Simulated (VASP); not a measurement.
A run of VASP 6.6.1 is set up as follows.

File POSCAR:

```
GeMo
1.0
    0.0000000000      2.6011428215      2.6011428215
    2.6011428215      0.0000000000      2.6011428215
    2.6011428215      2.6011428215      0.0000000000
Mo Ge
1 1
Direct
    0.0000000000      0.0000000000      0.0000000000
    0.5000000000      0.5000000000      0.5000000000
```

The input INCAR.step1:

```
SYSTEM = GeMo
PREC     = Accurate       ! precision mode
ENCUT    = 600            ! plane-wave cutoff, eV
ISMEAR   = -1             ! smearing method
SIGMA    = 0.08           ! smearing width, eV
LREAL    = .FALSE.        ! projectors in reciprocal space
LASPH    = .TRUE.         ! aspherical terms in the spheres
NELM     = 100            ! most SCF steps
GGA      = PE             ! functional
ALGO     = Normal         ! electronic algorithm
EDIFF    = 1E-4           ! SCF threshold, eV
LWAVE    = .TRUE.         ! write WAVECAR
LCHARG   = .FALSE.        ! write CHGCAR
```

File INCAR.step2:

```
SYSTEM = GeMo
PREC     = Accurate       ! precision mode
ENCUT    = 600            ! plane-wave cutoff, eV
EDIFF    = 1E-7           ! SCF threshold, eV
ISMEAR   = -1             ! smearing method
SIGMA    = 0.08           ! smearing width, eV
LREAL    = .FALSE.        ! projectors in reciprocal space
LASPH    = .TRUE.         ! aspherical terms in the spheres
NELM     = 100            ! most SCF steps
ALGO     = Normal         ! electronic algorithm
ISIF     = 3              ! what is computed and relaxed
LWAVE    = .FALSE.        ! write WAVECAR
LCHARG   = .FALSE.        ! write CHGCAR
METAGGA  = R2SCAN         ! meta-GGA
LMIXTAU  = .TRUE.       
IBRION   = 2              ! ionic algorithm
NSW      = 60             ! ionic steps
EDIFFG   = -0.005         ! ionic threshold
ISTART   = 1
```

KPOINTS

```
regular mesh
0
G
  14 14 14
  0 0 0
```

Potentials or basis: VASP PAW PBE potentials, release 64 (Mo_sv, Ge_d).

Command:

```sh
$ cat potpaw_PBE.64/Mo_sv/POTCAR potpaw_PBE.64/Ge_d/POTCAR > POTCAR
$ cp INCAR.step1 INCAR
$ mpirun -np 1 vasp_std > vasp.out
$ cp INCAR.step2 INCAR
$ mpirun -np 1 vasp_std > vasp.out
```

**Question.** Estimate the relaxed volume.

**Answer.** 16.75 Å³/atom.

**Question.** Estimate the relaxed cell.

**Answer.** a = 3.618 Å, b = 3.618 Å, c = 3.618 Å, α = 60.00°, β = 60.00°, γ = 60.00°.

Step by step:
```tsv
step	energy change (eV)	largest force (eV/Å)	pressure (GPa)	volume (Å³)
1	0.0000	0.0000	-7.49	35.20
2	0.0546	0.0000	14.17	31.17
3	-0.0417	0.0000	-0.14	33.52
4	-0.0417	0.0000	0.01	33.49
```

Caveat: the PAW data sets were made with another functional, which shifts forces and pressure a little.
